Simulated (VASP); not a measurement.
Write the native input for VASP 6.6.1 that does the following.

| Quantity | Value |
| --- | --- |
| Task | single point |
| Functional | PBE |
| Dispersion | D3(BJ) |
| Potentials or basis | VASP PAW PBE potentials, release 64 (W_sv, C, N) |
| Cutoff | 520 eV |
| k mesh | 2 × 2 × 2 |
| Occupations | fermi-dirac, width 0.15 eV |
| Spin | no spin polarisation |
| Dipole correction | no |
| Further INCAR settings | LREAL = Auto; ALGO = Normal; EDIFF = 1e-06; NBANDS = 88 |

The structure of W8C8N (a cell with a defect) lies in POSCAR:

```
W8C8N
1.0
   -2.8598000000     -4.9533190000      0.0000000000
    4.2897000000     -2.4766590000      0.0000000000
    0.0000000000      0.0000000000      5.6110000000
W C N
8 8 1
Direct
    0.7497881540      0.5060095537      0.0067908411
    0.7496628675      0.4609447956      0.5066064724
    0.5011721400     -0.0011147504      0.0068626260
    0.4792539029      0.0171355525      0.5066816792
    0.2497288829      0.4989285668      0.0068322834
    0.2496542746      0.5093362268      0.5068259128
   -0.0018897690     -0.0009768281      0.0068348331
    0.0201692063      0.0172891149      0.5067814245
    0.4922536318      0.6628737793      0.2493598572
    0.4921337609      0.6627788977      0.7642242552
    0.2496123403      0.1752649271      0.2498789725
    0.2497375184      0.1749292546      0.7636523716
    0.0073034268      0.6628550234      0.2492206176
    0.0075366123      0.6628467540      0.7645179211
    0.7495693553      0.1666744746      0.2448791122
    0.7496447603      0.1669621410      0.7686259939
    0.7497765346      0.8236530165      0.5080349261
```

These files were run (other wordings do the same):

INCAR

```
SYSTEM = W8C8N
PREC = Accurate
ENCUT = 520
EDIFF = 1E-6
ISMEAR = -1
SIGMA = 0.15
LREAL = Auto
LASPH = .True.
NELM = 100
ALGO = Normal
ISIF = 2
LWAVE = .False.
LCHARG = .True.
GGA = PE
IVDW = 12
LELF = .True.
LVHAR = .True.
NBANDS = 88
```

KPOINTS

```
Automatic mesh
0
Gamma
  2 2 2
  0 0 0
```

Potentials or basis: VASP PAW PBE potentials, release 64 (W_sv, C, N).

Command:

```console
$ cat potpaw_PBE.64/W_sv/POTCAR potpaw_PBE.64/C/POTCAR potpaw_PBE.64/N/POTCAR > POTCAR
$ mpirun -np 1 vasp_std > vasp.out
```

It gave:

```yaml
Pressure: 46.6 GPa
Largest_force: 0.139 eV/Å
Dispersion_energy_per_atom: -0.482 eV
```

Caveat: the k points lie up to 0.63 Å⁻¹ apart.

It took 4.6 min on 1 thread of AMD EPYC 7R13 Processor (Zen 3), on a shared host, peak memory 0.28 GiB.
